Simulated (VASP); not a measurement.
# B in VASP: further runs

B is run at these levels: r2SCAN; tasks: single point, relaxation of cell and atoms.

All numbers are computed with VASP 6.6.1; they aren't measurements. Logs are shortened: lines on timing, memory, paths and dates and some standing lists are left out, and cuts for length are marked.

## (1) The cell of the first run

Symmetry: R-3m, No. 166, trigonal system. Conventional cell: a = 2.646 Å, b = 2.646 Å, c = 3.320 Å, α = 90.00°, β = 90.00°, γ = 120.00°. B (site symmetry -3m) has 6 B at 1.89 Å within 2.5 Å.

## (2) Single point, r2SCAN

Input file POSCAR:

```
B
1.0
    1.3229703372      0.7638172803      2.2133336720
   -1.3229703372      0.7638172803      2.2133336720
    0.0000000000     -1.5276345607      2.2133336720
B
2
Direct
    0.2500064490      0.2500064490      0.2500064490
    0.7499935510      0.7499935510      0.7499935510
```

Input file INCAR.step1:

```
SYSTEM = B
ALGO     = Normal         ! electronic algorithm
EDIFF    = 1E-5           ! SCF threshold, eV
ENCUT    = 550            ! plane-wave cutoff, eV
GGA      = PE             ! functional
GGA_COMPAT= .False.      
ISMEAR   = 0              ! smearing method
LASPH    = .True.         ! aspherical terms in the spheres
LCHARG   = .False.        ! write CHGCAR
LREAL    = .False.        ! projectors in reciprocal space
LWAVE    = .True.         ! write WAVECAR
NBANDS   = 10             ! bands
NELM     = 120            ! most SCF steps
PREC     = Accurate       ! precision mode
SIGMA    = 0.1            ! smearing width, eV
```

Input file INCAR.step2:

```
SYSTEM = B
ALGO     = Normal         ! electronic algorithm
EDIFF    = 1E-6           ! SCF threshold, eV
ENCUT    = 550            ! plane-wave cutoff, eV
GGA_COMPAT= .False.      
ISIF     = 2              ! what is computed and relaxed
ISMEAR   = 0              ! smearing method
ISTART   = 1            
LASPH    = .True.         ! aspherical terms in the spheres
LCHARG   = .False.        ! write CHGCAR
LMIXTAU  = .True.       
LREAL    = .False.        ! projectors in reciprocal space
LWAVE    = .False.        ! write WAVECAR
METAGGA  = R2SCAN         ! meta-GGA
NBANDS   = 10             ! bands
NELM     = 120            ! most SCF steps
PREC     = Accurate       ! precision mode
SIGMA    = 0.1            ! smearing width, eV
```

Input file KPOINTS:

```
k-points
0
Gamma
  9 9 9
  0 0 0
```

Potentials or basis: VASP PAW PBE potentials, release 64 (B).

The run is started by

```
$ cat potpaw_PBE.64/B/POTCAR > POTCAR
$ cp INCAR.step1 INCAR
$ mpirun -np 1 vasp_std > vasp.out
$ cp INCAR.step2 INCAR
$ mpirun -np 1 vasp_std > vasp.out
```

OUTCAR:

```text
SYSTEM = B
   EDIFF = 1E-6
   ENCUT = 550
   ISIF = 2
   ISMEAR = 0
   ISTART = 1
   LASPH = .True.
   LREAL = .False.
   METAGGA = R2SCAN
   NELM = 120
   PREC = Accurate

 ion  position               nearest neighbor table
   1  0.250  0.250  0.250-   2 1.89   2 1.89   2 1.89   2 1.89   2 1.89   2 1.89
   2  0.750  0.750  0.750-   1 1.89   1 1.89   1 1.89   1 1.89   1 1.89   1 1.89

  LATTYP: Found a trigonal (rhomboedric) cell.
 ALAT       =     2.6893332435
 COS(alpha) =     0.5160048957

  Lattice vectors:

 A1 = (   1.3229703372,   0.7638172803,   2.2133336720)
 A2 = (  -1.3229703372,   0.7638172803,   2.2133336720)
 A3 = (   0.0000000000,  -1.5276345607,   2.2133336720)

Analysis of symmetry for initial positions (statically):
=====================================================================
 Subroutine PRICEL returns:
 Original cell was already a primitive cell.

 Routine SETGRP: Setting up the symmetry group for a
 trigonal (rhombohedral) supercell.

 Subroutine GETGRP returns: Found 12 space group operations
 (whereof 12 operations were pure point group operations)
 out of a pool of 12 trial point group operations.

The static configuration has the point symmetry D_3d.

Analysis of symmetry for dynamics (positions and initial velocities):
=====================================================================
 Subroutine PRICEL returns:
 Original cell was already a primitive cell.

 Routine SETGRP: Setting up the symmetry group for a
 trigonal (rhombohedral) supercell.

 Subroutine GETGRP returns: Found 12 space group operations
 (whereof 12 operations were pure point group operations)
 out of a pool of 12 trial point group operations.

The dynamic configuration has the point symmetry D_3d.

 Subroutine INISYM returns: Found 12 space group operations
 (whereof 12 operations are pure point group operations),
 and found     1 'primitive' translations

----------------------------------------------------------------------------------------

                                     Primitive cell

  volume of cell :      13.4195

  direct lattice vectors                    reciprocal lattice vectors
     1.322970337  0.763817280  2.213333672     0.377937423  0.218202273  0.150602387
    -1.322970337  0.763817280  2.213333672    -0.377937423  0.218202273  0.150602387
     0.000000000 -1.527634561  2.213333672     0.000000000 -0.436404546  0.150602387

  length of vectors
     2.689333243  2.689333243  2.689333244     0.461660055  0.461660055  0.461660055

  position of ions in fractional coordinates (direct lattice)
     0.250006449  0.250006449  0.250006449
     0.749993551  0.749993551  0.749993551

  ion indices of the primitive-cell ions
   primitive index   ion index
                 1           1
                 2           2

----------------------------------------------------------------------------------------

 KPOINTS: k-points

Automatic generation of k-mesh.
 Grid dimensions read from file:
 generate k-points for:    9    9    9

 Generating k-lattice:

  Cartesian coordinates                     Fractional coordinates (reciprocal lattice)
     0.041993047  0.024244697  0.016733599     0.111111111  0.000000000  0.000000000
    -0.041993047  0.024244697  0.016733599     0.000000000  0.111111111  0.000000000
     0.000000000 -0.048489394  0.016733599    -0.000000000 -0.000000000  0.111111111

  Length of vectors
     0.051295562  0.051295562  0.051295562

  Shift w.r.t. Gamma in fractional coordinates (k-lattice)
     0.000000000  0.000000000  0.000000000

 Subroutine IBZKPT returns following result:
 ===========================================

 Found     85 irreducible k-points:

 Following reciprocal coordinates:
            Coordinates               Weight
  0.000000  0.000000  0.000000      1.000000
  0.111111 -0.000000 -0.000000      6.000000
  0.222222 -0.000000 -0.000000      6.000000
  0.333333 -0.000000  0.000000      6.000000
  0.444444 -0.000000 -0.000000      6.000000
  0.111111  0.111111 -0.000000      6.000000
[... 16 lines left out ...]
 -0.333333  0.333333  0.000000      6.000000
  0.444444  0.444444 -0.000000      6.000000
 [... further k-points ...]
   k-points           NKPTS =     85   k-points in BZ     NKDIM =     85   number of bands    NBANDS=     10
   number of dos      NEDOS =    301   number of ions     NIONS =      2
   total plane-waves  NPLWV =  13824
   dimension x,y,z NGX =    24 NGY =   24 NGZ =   24
   dimension x,y,z NGXF=    48 NGYF=   48 NGZF=   48
   ions per type =               2
   NGX,Y,Z   is equivalent  to a cutoff of  14.84, 14.84, 14.84 a.u.
   NGXF,Y,Z  is equivalent  to a cutoff of  29.67, 29.67, 29.67 a.u.
 SYSTEM =  B
   PREC   = accura    normal or accurate (medium, high low for compatibility)
   ISTART =      1    job   : 0-new  1-cont  2-samecut
   ICHARG =      0    charge: 1-file 2-atom 10-const
   ISPIN  =      1    spin polarized calculation?
   LNONCOLLINEAR =      F non collinear calculations
   LSORBIT =      F    spin-orbit coupling
   LASPH  =      T    aspherical Exc in radial PAW
   ENCUT  =  550.0 eV  40.42 Ry    6.36 a.u.   5.14  5.14  5.14*2*pi/ulx,y,z
   NELM   =    120;   NELMIN=  2; NELMDL=  0     # of ELM steps
   EDIFF  = 0.1E-05   stopping-criterion for ELM
   LREAL  =      F    real-space projection
   EDIFFG = 0.1E-04   stopping-criterion for IOM
   NSW    =      0    number of steps for IOM
   IBRION =     -1    ionic relax: 0-MD 1-quasi-New 2-CG
   NFREE  =      0    steps in history (QN), initial steepest desc. (CG)
   ISIF   =      2    stress and relaxation
   ISYM   =      2    0-nonsym 1-usesym 2-fastsym
   POTIM  = 0.5000    time-step for ionic-motion
   TEBEG  =    0.0;   TEEND  =   0.0 temperature during run
   PSTRESS=    0.0 pullay stress
   NELECT =       6.0000    total number of electrons
   NUPDOWN=      -1.0000    fix difference up-down
   EMIN   =  10.00;   EMAX   =-10.00  energy-range for DOS
   EFERMI =   0.00;   METHOD = LEGACY
   ISMEAR =     0;   SIGMA  =   0.10  broadening in eV -4-tet -1-fermi 0-gaus
   EFERMI_NEDOS =   21; number of points for ismear=-14 and -15
   IALGO  =     38    algorithm
   IMIX   =      4    mixing-type and parameters
     AMIX     =   0.40;   BMIX     =  1.00
     AMIX_MAG =   1.60;   BMIX_MAG =  1.00
  volume/ion in A,a.u.               =       6.71        45.28
  Fermi-wavevector in a.u.,A,eV,Ry     =   1.251832  2.365619 21.321459  1.567083
  Thomas-Fermi vector in A             =   2.385761
   LORBIT       =      0    0 simple, 1 ext, 2 COOP (PROOUT), +10 PAW based schemes
   METAGGA = R2SCAN    functional components
   LHFCALC =     F    Hartree Fock is set to
   AEXX    =    0.0000 exact exchange contribution
   IVDW    =     0    specifies the selected vdW correction
   LEPSILON=     F    determine dielectric tensor
   LRPA    =     F    only Hartree local field effects (RPA)
 non-spin polarized calculation
 Gauss-broadening in eV      SIGMA  =   0.10
  energy-cutoff  :      550.00
  volume of cell :       13.42
 maximum number of plane-waves:       400
 NGX is ok and might be reduce to    24
   NGX = 11   NGY = 11   NGZ = 11

 number of electron       6.0000000 magnetization

 Free energy of the ion-electron system (eV)
  ---------------------------------------------------
  ext. energy  EPLUGINS =         0.00000000
  ---------------------------------------------------
  free energy    TOTEN  =       -12.26883692 eV

  energy without entropy =      -12.26720918  energy(sigma->0) =      -12.26802305

 E-fermi :   7.0126     XC(G=0): -13.2746

 val. band max:        7.0088230091   @ k =   0.4444   0.2222   0.0000
 cond. band min:       7.0991714122   @ k =  -0.3333   0.3333   0.0000
 fundamental gap:      0.0903484031
 Fermi energy:         7.0126239838

 k-point     1 :       0.0000    0.0000    0.0000
  band No.  band energies     occupation
      1      -9.7855      2.00000
      2      10.3096      0.00000
      3      11.0381      0.00000
      4      11.0381      0.00000
      5      21.6064      0.00000
      6      21.6064      0.00000
      7      21.8536      0.00000
      8      23.4029      0.00000
      9      24.5161      0.00000
     10      24.5161      0.00000

 k-point     2 :       0.1111   -0.0000   -0.0000
  band No.  band energies     occupation
      1      -9.4458      2.00000
      2       9.3730      0.00000
      3      10.3694      0.00000
      4      10.9605      0.00000
      5      20.1608      0.00000
      6      20.2856      0.00000
      7      21.6158      0.00000
      8      23.4921      0.00000
      9      24.4699      0.00000
     10      25.3956      0.00000

 k-point     3 :       0.2222   -0.0000   -0.0000
  band No.  band energies     occupation
      1      -8.4275      2.00000
      2       5.9448      2.00000
      3      10.3414      0.00000
      4      10.8853      0.00000
      5      17.5172      0.00000
      6      17.5174      0.00000
      7      21.5678      0.00000
      8      22.7895      0.00000
      9      26.5776      0.00000
     10      27.9496      0.00000

 k-point     4 :       0.3333   -0.0000    0.0000
  band No.  band energies     occupation
      1      -6.7347      2.00000
      2       2.1243      2.00000
      3      10.6546      0.00000
      4      11.1016      0.00000
      5      14.9361      0.00000
      6      15.0533      0.00000
      7      21.5710      0.00000
      8      22.2833      0.00000
      9      29.2944      0.00000
     10      30.9177      0.00000
[... 222 lines left out ...]
 k-point    22 :      -0.4444    0.3333    0.0000
  band No.  band energies     occupation
      1      -1.8708      2.00000
      2       1.1368      2.00000
      3       2.3825      2.00000
      4       5.8992      2.00000
      5      12.7911      0.00000
      6      21.2000      0.00000
      7      21.9183      0.00000
      8      25.4055      0.00000
      9      28.1120      0.00000
     10      33.8140      0.00000

 k-point    23 :      -0.3333    0.3333    0.0000
  band No.  band energies     occupation
      1      -1.7106      2.00000
      2       0.5657      2.00000
      3       1.8142      2.00000
      4       7.0992      0.22097
      5      13.6938      0.00000
      6      19.3545      0.00000
      7      25.5599      0.00000
      8      25.9804      0.00000
      9      27.1700      0.00000
     10      30.1647      0.00000

 k-point    24 :       0.4444    0.4444   -0.0000
  band No.  band energies     occupation
      1      -2.7852      2.00000
      2       1.6339      2.00000
      3       4.8436      2.00000
      4       5.3657      2.00000
      5      11.3993      0.00000
      6      15.9209      0.00000
      7      25.6244      0.00000
      8      25.7858      0.00000
      9      29.1818      0.00000
     10      39.4937      0.00000

 [... further k-points ...]

------------------------ aborting loop because EDIFF is reached ----------------------------------------

  FORCE on cell =-STRESS in cart. coord.  units (eV):
  Direction    XX          YY          ZZ          XY          YZ          ZX
  --------------------------------------------------------------------------------------
  -------------------------------------------------------------------------------------
  Total       -0.0046459     -0.0046459     -0.0107985      0.0000000      0.0000000      0.0000000
  in kB       -0.5546775     -0.5546775     -1.2892500      0.0000000      0.0000000      0.0000000
  external PRESSURE =      -0.7995350 kB  Pullay stress =       0.0000000 kB

 VOLUME and BASIS-vectors are now :
 -----------------------------------------------------------------------------
  energy-cutoff  :      550.00
  volume of cell :       13.42
      direct lattice vectors                 reciprocal lattice vectors
     1.322970337  0.763817280  2.213333672     0.377937423  0.218202273  0.150602387
    -1.322970337  0.763817280  2.213333672    -0.377937423  0.218202273  0.150602387
     0.000000000 -1.527634561  2.213333672     0.000000000 -0.436404546  0.150602387

 POSITION                                       TOTAL-FORCE (eV/Angst)
 -----------------------------------------------------------------------------------
      0.00000     -0.00000      1.66004         0.000000      0.000000     -0.000318
      0.00000     -0.00000      4.97996         0.000000     -0.000000      0.000318
 -----------------------------------------------------------------------------------
    total drift:                                0.000000     -0.000000      0.000000

  FREE ENERGIE OF THE ION-ELECTRON SYSTEM (eV)
  ---------------------------------------------------
  free  energy   TOTEN  =       -12.2688369226 eV

  energy  without entropy=      -12.2672091826  energy(sigma->0) =      -12.26802305
```

It took 1.8 min on 1 thread of AMD EPYC 7R13, shared host; peak memory 0.11 GiB.

What came out:

```
Free energy            : -12.2688 eV
Pressure               : -0.1 GPa
Band gap on the k mesh : zero (bands 3 and 4 overlap by 9.14 eV)
```

Caveat: the PAW data sets were made with another functional, which shifts forces and pressure a little.

[end of part 1 of 2]
